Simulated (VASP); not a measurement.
# TiH4 (P1) in VASP: a series of runs

The runs below take TiH4 through single point, with PBE.

Program: VASP 6.6.1. These are calculated values, not measurements. Logs are shortened: lines on timing, memory, paths and dates and some standing lists are left out, and cuts for length are marked.

## Step 1: The cell of the first run

The typed cell holds 10 atoms: a = 2.970 Å, b = 5.505 Å, c = 5.191 Å, α = 89.22°, β = 89.03°, γ = 89.87°.

## Step 2: Single point, PBE

INCAR

```
SYSTEM = TiH4
PREC = Accurate ; ENCUT = 520
EDIFF = 1E-6 ; ISMEAR = 0
SIGMA = 0.1 ; LREAL = .False.
LASPH = .True. ; NELM = 100
ALGO = Normal ; ISIF = 2
LWAVE = .False. ; LCHARG = .False.
GGA = PE ; NBANDS = 27
```

KPOINTS

```
Automatic mesh
0
Gamma
  6 4 4
  0 0 0
```

POSCAR

```
TiH4
1.0
    2.9699959963     -0.0115976869      0.0017779787
    0.0335847190      5.5048799861     -0.0049696605
    0.0849762424      0.0751518904      5.1894163984
Ti H
2 8
Direct
    0.0117146682      0.4712242836     -0.0016374981
    0.5116763180      0.4708002991      0.4983339439
    0.0988446972      0.8262793183      0.9629370313
    0.5959855315      0.8257797651      0.4595240138
    0.8652748445      0.8173558153      0.0418587400
    0.3682194513      0.8170809088      0.5439147517
    0.5138025239      0.5828965241      0.8291844446
    0.0136944435      0.5826879151      0.3295632292
    0.0103687890      0.3028655532      0.6683205759
    0.5104187328      0.3030296173      0.1680007680
```

Potentials or basis: VASP PAW PBE potentials, release 64 (Ti_sv, H).

On the command line:

```bash
$ cat potpaw_PBE.64/Ti_sv/POTCAR potpaw_PBE.64/H/POTCAR > POTCAR
$ mpirun -np 1 vasp_std > vasp.out
```

OUTCAR:

```text
SYSTEM = TiH4
   PREC = Accurate
   ENCUT = 520
   EDIFF = 1E-6
   ISMEAR = 0
   LREAL = .False.
   LASPH = .True.
   NELM = 100
   ISIF = 2
   GGA = PE

 ion  position               nearest neighbor table
   1  0.012  0.471  0.998-   7 1.82   7 1.83   8 1.83
   2  0.512  0.471  0.498-   8 1.82   8 1.83   7 1.83
   3  0.099  0.826  0.963-   5 0.80
   4  0.596  0.826  0.460-   6 0.80
   5  0.865  0.817  0.042-   3 0.80
   6  0.368  0.817  0.544-   4 0.80
   7  0.514  0.583  0.829-   1 1.82   2 1.83   1 1.83
   8  0.014  0.583  0.330-   2 1.82   2 1.83   1 1.83
   9  0.010  0.303  0.668-
  10  0.510  0.303  0.168-

  LATTYP: Found a triclinic cell.
 ALAT       =     6.0237358489
 B/A-ratio  =     0.4930526914
 C/A-ratio  =     0.9138821514
 COS(alpha) =     0.0021953497
 COS(beta)  =     0.0128664896
 COS(gamma) =     0.5076264913

  Lattice vectors:

 A1 = (   3.0549722387,   0.0635542035,   5.1911943771)
 A2 = (   2.9699959963,  -0.0115976869,   0.0017779787)
 A3 = (   0.0335847190,   5.5048799861,  -0.0049696605)

Analysis of symmetry for initial positions (statically):
=====================================================================
 Subroutine PRICEL returns:
 Original cell was already a primitive cell.

 Routine SETGRP: Setting up the symmetry group for a
 triclinic supercell.

 Subroutine GETGRP returns: Found  1 space group operations
 (whereof  1 operations were pure point group operations)
 out of a pool of  2 trial point group operations.

The static configuration has the point symmetry C_1 .

Analysis of symmetry for dynamics (positions and initial velocities):
=====================================================================
 Subroutine PRICEL returns:
 Original cell was already a primitive cell.

 Routine SETGRP: Setting up the symmetry group for a
 triclinic supercell.

 Subroutine GETGRP returns: Found  1 space group operations
 (whereof  1 operations were pure point group operations)
 out of a pool of  2 trial point group operations.

The dynamic configuration has the point symmetry C_1 .

 Subroutine INISYM returns: Found  1 space group operations
 (whereof  1 operations are pure point group operations),
 and found     1 'primitive' translations

----------------------------------------------------------------------------------------

                                     Primitive cell

  volume of cell :      84.8465

  direct lattice vectors                    reciprocal lattice vectors
     2.969995996 -0.011597687  0.001777979     0.336696033 -0.002059099 -0.005483549
     0.033584719  5.504879986 -0.004969660     0.000710917  0.181650280 -0.002642257
     0.084976242  0.075151890  5.189416398    -0.000114677  0.000174663  0.192699244

  length of vectors
     2.970019173  5.504984677  5.190656155     0.336746979  0.181670887  0.192699358

  position of ions in fractional coordinates (direct lattice)
     0.011714668  0.471224284  0.998362502
     0.511676318  0.470800299  0.498333944
     0.098844697  0.826279318  0.962937031
     0.595985531  0.825779765  0.459524014
     0.865274844  0.817355815  0.041858740
     0.368219451  0.817080909  0.543914752
     0.513802524  0.582896524  0.829184445
     0.013694444  0.582687915  0.329563229
     0.010368789  0.302865553  0.668320576
     0.510418733  0.303029617  0.168000768

  ion indices of the primitive-cell ions
   primitive index   ion index
                 1           1
                 2           2
                 3           3
                 4           4
                 5           5
                 6           6
                 7           7
                 8           8
                 9           9
                10          10

----------------------------------------------------------------------------------------

 KPOINTS: Automatic mesh

Automatic generation of k-mesh.
 Grid dimensions read from file:
 generate k-points for:    6    4    4

 Generating k-lattice:

  Cartesian coordinates                     Fractional coordinates (reciprocal lattice)
     0.056116005 -0.000343183 -0.000913925     0.166666667  0.000000000  0.000000000
     0.000177729  0.045412570 -0.000660564     0.000000000  0.250000000  0.000000000
    -0.000028669  0.000043666  0.048174811     0.000000000  0.000000000  0.250000000

  Length of vectors
     0.056124496  0.045417722  0.048174839

  Shift w.r.t. Gamma in fractional coordinates (k-lattice)
     0.000000000  0.000000000  0.000000000

 Subroutine IBZKPT returns following result:
 ===========================================

 Found     52 irreducible k-points:

 Following reciprocal coordinates:
            Coordinates               Weight
  0.000000  0.000000  0.000000      1.000000
  0.166667 -0.000000 -0.000000      2.000000
  0.333333 -0.000000 -0.000000      2.000000
  0.500000 -0.000000 -0.000000      1.000000
  0.000000  0.250000  0.000000      2.000000
  0.166667  0.250000  0.000000      2.000000
[... 16 lines left out ...]
  0.333333  0.250000  0.250000      2.000000
  0.500000  0.250000  0.250000      2.000000
 [... further k-points ...]
   k-points           NKPTS =     52   k-points in BZ     NKDIM =     52   number of bands    NBANDS=     27
   number of dos      NEDOS =    301   number of ions     NIONS =     10
   total plane-waves  NPLWV =  40320
   dimension x,y,z NGX =    24 NGY =   42 NGZ =   40
   dimension x,y,z NGXF=    48 NGYF=   84 NGZF=   80
   ions per type =               2   8
   NGX,Y,Z   is equivalent  to a cutoff of  13.43, 12.68, 12.81 a.u.
   NGXF,Y,Z  is equivalent  to a cutoff of  26.87, 25.37, 25.62 a.u.
 SYSTEM =  TiH4
   PREC   = accura    normal or accurate (medium, high low for compatibility)
   ISTART =      0    job   : 0-new  1-cont  2-samecut
   ICHARG =      2    charge: 1-file 2-atom 10-const
   ISPIN  =      1    spin polarized calculation?
   LNONCOLLINEAR =      F non collinear calculations
   LSORBIT =      F    spin-orbit coupling
   LASPH  =      T    aspherical Exc in radial PAW
   ENCUT  =  520.0 eV  38.22 Ry    6.18 a.u.   5.52 10.24  9.65*2*pi/ulx,y,z
   NELM   =    100;   NELMIN=  2; NELMDL= -5     # of ELM steps
   EDIFF  = 0.1E-05   stopping-criterion for ELM
   LREAL  =      F    real-space projection
   EDIFFG = 0.1E-04   stopping-criterion for IOM
   NSW    =      0    number of steps for IOM
   IBRION =     -1    ionic relax: 0-MD 1-quasi-New 2-CG
   NFREE  =      0    steps in history (QN), initial steepest desc. (CG)
   ISIF   =      2    stress and relaxation
   ISYM   =      2    0-nonsym 1-usesym 2-fastsym
   POTIM  = 0.5000    time-step for ionic-motion
   TEBEG  =    0.0;   TEEND  =   0.0 temperature during run
   PSTRESS=    0.0 pullay stress
   NELECT =      32.0000    total number of electrons
   NUPDOWN=      -1.0000    fix difference up-down
   EMIN   =  10.00;   EMAX   =-10.00  energy-range for DOS
   EFERMI =   0.00;   METHOD = LEGACY
   ISMEAR =     0;   SIGMA  =   0.10  broadening in eV -4-tet -1-fermi 0-gaus
   EFERMI_NEDOS =   21; number of points for ismear=-14 and -15
   IALGO  =     38    algorithm
   IMIX   =      4    mixing-type and parameters
     AMIX     =   0.40;   BMIX     =  1.00
     AMIX_MAG =   1.60;   BMIX_MAG =  1.00
  volume/ion in A,a.u.               =       8.48        57.26
  Fermi-wavevector in a.u.,A,eV,Ry     =   1.182806  2.235179 19.034955  1.399030
  Thomas-Fermi vector in A             =   2.319053
   LORBIT       =      0    0 simple, 1 ext, 2 COOP (PROOUT), +10 PAW based schemes
   GGA     = PE    functional components
   LHFCALC =     F    Hartree Fock is set to
   AEXX    =    0.0000 exact exchange contribution
   IVDW    =     0    specifies the selected vdW correction
   LEPSILON=     F    determine dielectric tensor
   LRPA    =     F    only Hartree local field effects (RPA)
 non-spin polarized calculation
 Gauss-broadening in eV      SIGMA  =   0.10
  energy-cutoff  :      520.00
  volume of cell :       84.85
 maximum number of plane-waves:      2310
 NGX is ok and might be reduce to    24

 number of electron      32.0000008 magnetization

 Free energy of the ion-electron system (eV)
  ---------------------------------------------------
  ext. energy  EPLUGINS =         0.00000000
  ---------------------------------------------------
  free energy    TOTEN  =       -43.77940431 eV

  energy without entropy =      -43.77121192  energy(sigma->0) =      -43.77530811

 E-fermi :   3.1361     XC(G=0):  -8.8975

 val. band max:        3.1001846386   @ k =   0.0000   0.2500   0.2500
 cond. band min:       3.1552233231   @ k =   0.1667  -0.0000  -0.0000
 fundamental gap:      0.0550386845
 Fermi energy:         3.1361220095

 k-point     1 :       0.0000    0.0000    0.0000
  band No.  band energies     occupation
      1     -54.1347      2.00000
      2     -54.0716      2.00000
      3     -30.6889      2.00000
      4     -30.6189      2.00000
      5     -30.4955      2.00000
      6     -30.1073      2.00000
[... 19 lines left out ...]
     26       8.5382      0.00000
     27       9.5238      0.00000

 k-point     2 :       0.1667   -0.0000   -0.0000
  band No.  band energies     occupation
      1     -54.1221      2.00000
      2     -54.0674      2.00000
      3     -30.6749      2.00000
      4     -30.6139      2.00000
      5     -30.4571      2.00000
      6     -30.1832      2.00000
[... 19 lines left out ...]
     26       8.8410      0.00000
     27       9.4752      0.00000

 k-point     3 :       0.3333   -0.0000   -0.0000
  band No.  band energies     occupation
      1     -54.0937      2.00000
      2     -54.0620      2.00000
      3     -30.6433      2.00000
      4     -30.6078      2.00000
      5     -30.3700      2.00000
      6     -30.3159      2.00000
[... 19 lines left out ...]
     26       8.7679      0.00000
     27       9.3770      0.00000

 k-point     4 :       0.5000   -0.0000   -0.0000
  band No.  band energies     occupation
      1     -54.0708      2.00000
      2     -54.0679      2.00000
      3     -30.6177      2.00000
      4     -30.6146      2.00000
      5     -30.3947      2.00000
      6     -30.3924      2.00000
[... 19 lines left out ...]
     26       7.9472      0.00000
     27       9.2853      0.00000

 k-point     5 :       0.0000    0.2500    0.0000
  band No.  band energies     occupation
      1     -54.1347      2.00000
      2     -54.0716      2.00000
      3     -30.6891      2.00000
      4     -30.6190      2.00000
      5     -30.4955      2.00000
      6     -30.1073      2.00000
[... 19 lines left out ...]
     26       9.2887      0.00000
     27       9.9562      0.00000

 k-point     6 :       0.1667    0.2500    0.0000
  band No.  band energies     occupation
      1     -54.1221      2.00000
      2     -54.0674      2.00000
      3     -30.6750      2.00000
      4     -30.6140      2.00000
      5     -30.4571      2.00000
      6     -30.1832      2.00000
[... 444 lines left out ...]
      1     -54.1255      2.00000
      2     -54.0809      2.00000
      3     -30.6788      2.00000
      4     -30.6291      2.00000
      5     -30.4325      2.00000
      6     -30.1259      2.00000
[... 19 lines left out ...]
     26       9.3611      0.00000
     27      10.5936      0.00000

 k-point    22 :       0.1667    0.2500    0.2500
  band No.  band energies     occupation
      1     -54.1150      2.00000
      2     -54.0745      2.00000
      3     -30.6670      2.00000
      4     -30.6220      2.00000
      5     -30.4104      2.00000
      6     -30.2028      2.00000
[... 19 lines left out ...]
     26       9.4862      0.00000
     27       9.9499      0.00000

 k-point    23 :       0.3333    0.2500    0.2500
  band No.  band energies     occupation
      1     -54.0907      2.00000
      2     -54.0650      2.00000
      3     -30.6399      2.00000
      4     -30.6115      2.00000
      5     -30.3968      2.00000
      6     -30.3619      2.00000
[... 19 lines left out ...]
     26       8.3600      0.00000
     27       9.5822      0.00000

 k-point    24 :       0.5000    0.2500    0.2500
  band No.  band energies     occupation
      1     -54.0717      2.00000
      2     -54.0670      2.00000
      3     -30.6189      2.00000
      4     -30.6139      2.00000
      5     -30.4604      2.00000
      6     -30.4237      2.00000
[... 19 lines left out ...]
     26       8.0684      0.00000
     27       9.6591      0.00000

 [... further k-points ...]
[... 5 lines left out ...]
  --------------------------------------------------------------------------------------
  -------------------------------------------------------------------------------------
  Total       -0.0865672      0.0089650     -0.0279343     -0.0115363      0.0098771      0.0025008
  in kB       -1.6346691      0.1692886     -0.5274907     -0.2178435      0.1865113      0.0472238
  external PRESSURE =      -0.6642904 kB  Pullay stress =       0.0000000 kB

 VOLUME and BASIS-vectors are now :
 -----------------------------------------------------------------------------
  energy-cutoff  :      520.00
  volume of cell :       84.85
      direct lattice vectors                 reciprocal lattice vectors
     2.969995996 -0.011597687  0.001777979     0.336696033 -0.002059099 -0.005483549
     0.033584719  5.504879986 -0.004969660     0.000710917  0.181650280 -0.002642257
     0.084976242  0.075151890  5.189416398    -0.000114677  0.000174663  0.192699244

 POSITION                                       TOTAL-FORCE (eV/Angst)
 -----------------------------------------------------------------------------------
      0.13546      2.66893      5.17860        -0.002196      0.001061      0.002732
      1.57783      2.62322      2.58463        -0.001589      0.003375      0.002618
      0.40315      4.61979      4.99315        -0.008783     -0.000921      0.008894
      1.83686      4.57344      2.38162        -0.008388     -0.001038      0.010965
      2.60087      4.49256      0.21470         0.009334     -0.003192     -0.005938
      1.16727      4.53454      2.81919         0.006928     -0.004255     -0.010017
      1.61603      3.26513      4.30100         0.002395      0.002277     -0.000937
      0.08825      3.23224      1.70737         0.001393      0.002863     -0.002230
      0.09776      1.71734      3.46671         0.000433      0.000263     -0.002964
      1.54039      1.67485      0.87123         0.000473     -0.000433     -0.003124
 -----------------------------------------------------------------------------------
    total drift:                               -0.000018     -0.000876      0.000162

  FREE ENERGIE OF THE ION-ELECTRON SYSTEM (eV)
  ---------------------------------------------------
  free  energy   TOTEN  =       -43.7794043052 eV

  energy  without entropy=      -43.7712119197  energy(sigma->0) =      -43.77530811
```

Run time: 3 min. Hardware: 1 thread of Intel Xeon 8259CL, shared host; peak memory 0.24 GiB.

What came out:

| Quantity | Value |
| --- | --- |
| Free energy | -43.7794 eV |
| Pressure | -0.1 GPa |
| Largest force | 0.014 eV/Å |
| Band gap on the k mesh | zero (bands 16 and 17 overlap by 0.68 eV) |

Forces on the atoms (eV/Å):
```
Ti  -0.002  0.001  0.003
Ti  -0.002  0.003  0.003
H   -0.009 -0.001  0.009
H   -0.008 -0.001  0.011
H    0.009 -0.003 -0.006
H    0.007 -0.004 -0.010
H    0.002  0.002 -0.001
H    0.001  0.003 -0.002
H    0.000  0.000 -0.003
H    0.000  0.000 -0.003
```

## Step 3: Single point, PBE, collinear spin

This run uses another cell than the first one: it holds 5 atoms, not 10.

INCAR

```
SYSTEM = TiH4
ALGO = Normal
EDIFF = 1E-6
ENCUT = 520
GGA = PE
ISIF = 2
ISMEAR = 0
ISPIN = 2
LASPH = .TRUE.
LCHARG = .FALSE.
LMAXMIX = 4
LORBIT = 11
LREAL = .FALSE.
LWAVE = .FALSE.
MAGMOM = 1 0 0 0 0
NBANDS = 20
NELM = 150
PREC = Accurate
SIGMA = 0.1
```

KPOINTS

```
k-points
0
G
  6 6 4
  0 0 0
```

POSCAR

```
TiH4
1.0
    2.9682678805      0.0000000000      0.0000000000
   -1.4419654907      2.5964878989      0.0000000000
   -0.0597777300     -0.0470216690      5.5044592720
Ti H
1 4
Direct
    0.0033035542      0.9899562840      0.4710122913
    0.0775389549      0.9413543631      0.8260295417
    0.9142265082      0.0903661062      0.8172183621
    0.3412523262      0.6568776794      0.5827922196
    0.6636786561      0.3214455672      0.3029475853
```

Potentials or basis: VASP PAW PBE potentials, release 64 (Ti_sv, H).

On the command line:

```bash
$ cat potpaw_PBE.64/Ti_sv/POTCAR potpaw_PBE.64/H/POTCAR > POTCAR
$ mpirun -np 1 vasp_std > vasp.out
```

Run time: 2.8 min. Hardware: 1 thread of Intel Xeon 8259CL, shared host; peak memory 0.24 GiB.

Results (log left out):

```yaml
Free_energy: -21.8993 eV
Pressure: -0.1 GPa
Largest_force: 0.011 eV/Å
Band_gap_on_the_k_mesh: zero (filled and empty bands overlap)
Net_moment: 0.00 μB per cell
Valence_electrons_inside_the_program's_atomic_spheres: Ti 10.28; H 0.61, 0.56 (each value once)
```

Forces in eV/Å, atoms in the order of the input:
```
Ti  -0.005 -0.001  0.006
H   -0.007  0.003 -0.003
H    0.006 -0.003 -0.004
H    0.006 -0.003  0.009
H    0.000  0.003 -0.009
```

Stress tensor (GPa, compression positive):
```
-0.27  0.17  0.00
 0.17 -0.04  0.00
 0.00  0.00  0.04
```

Levels at points of the mesh, in eV from the Fermi level:
Spin up:
| k point | band 4 | band 5 | band 6 | band 7 | band 8 | band 9 | band 10 | band 11 | band 12 | band 13 |
| --- | --- | --- | --- | --- | --- | --- | --- | --- | --- | --- |
| (0.00, 0.00, 0.00) | -33.07 | -10.45 | -6.98 | -3.25 | 0.35 | 0.56 | 1.72 | 1.78 | 1.93 | 5.48 |
| (0.50, 0.00, 0.00) | -33.18 | -8.18 | -5.48 | -4.13 | -1.51 | 1.16 | 1.93 | 2.95 | 4.10 | 4.78 |
| (0.00, 0.50, 0.00) | -33.18 | -8.21 | -5.48 | -4.13 | -1.50 | 1.16 | 1.91 | 2.95 | 4.09 | 4.92 |
| (0.50, 0.50, 0.00) | -33.24 | -7.87 | -5.51 | -4.07 | -1.76 | 1.17 | 2.01 | 3.00 | 3.04 | 4.84 |
| (0.00, 0.00, 0.50) | -33.07 | -10.26 | -7.49 | -2.69 | 0.35 | 0.56 | 1.18 | 1.72 | 1.78 | 7.16 |
| (0.50, 0.00, 0.50) | -33.18 | -8.11 | -5.57 | -4.00 | -1.69 | 1.14 | 1.28 | 2.95 | 4.18 | 5.11 |
| (0.00, 0.50, 0.50) | -33.18 | -8.13 | -5.57 | -4.01 | -1.66 | 1.14 | 1.28 | 2.95 | 4.32 | 5.05 |
| (0.50, 0.50, 0.50) | -33.24 | -7.80 | -5.61 | -3.88 | -1.99 | 1.15 | 1.38 | 3.00 | 3.22 | 5.18 |
Spin down:
| k point | band 5 | band 6 | band 7 | band 8 | band 9 | band 10 | band 11 | band 12 |
| --- | --- | --- | --- | --- | --- | --- | --- | --- |
| (0.00, 0.00, 0.00) | -10.45 | -6.98 | -3.25 | 0.35 | 0.56 | 1.72 | 1.78 | 1.93 |
| (0.50, 0.00, 0.00) | -8.18 | -5.48 | -4.13 | -1.51 | 1.16 | 1.93 | 2.95 | 4.10 |
| (0.00, 0.50, 0.00) | -8.21 | -5.48 | -4.13 | -1.50 | 1.16 | 1.91 | 2.95 | 4.09 |
| (0.50, 0.50, 0.00) | -7.87 | -5.51 | -4.07 | -1.76 | 1.17 | 2.01 | 3.00 | 3.04 |
| (0.00, 0.00, 0.50) | -10.26 | -7.49 | -2.69 | 0.35 | 0.56 | 1.18 | 1.72 | 1.78 |
| (0.50, 0.00, 0.50) | -8.11 | -5.57 | -4.00 | -1.69 | 1.14 | 1.28 | 2.95 | 4.18 |
| (0.00, 0.50, 0.50) | -8.13 | -5.57 | -4.01 | -1.66 | 1.14 | 1.28 | 2.95 | 4.32 |
| (0.50, 0.50, 0.50) | -7.80 | -5.61 | -3.88 | -1.99 | 1.15 | 1.38 | 3.00 | 3.22 |

Caveat: the k points lie up to 0.40 Å⁻¹ apart, too coarse for converged energies and pressures of a metal.

The gap in the log of VASP goes by the Fermi energy; the results here count the filled bands.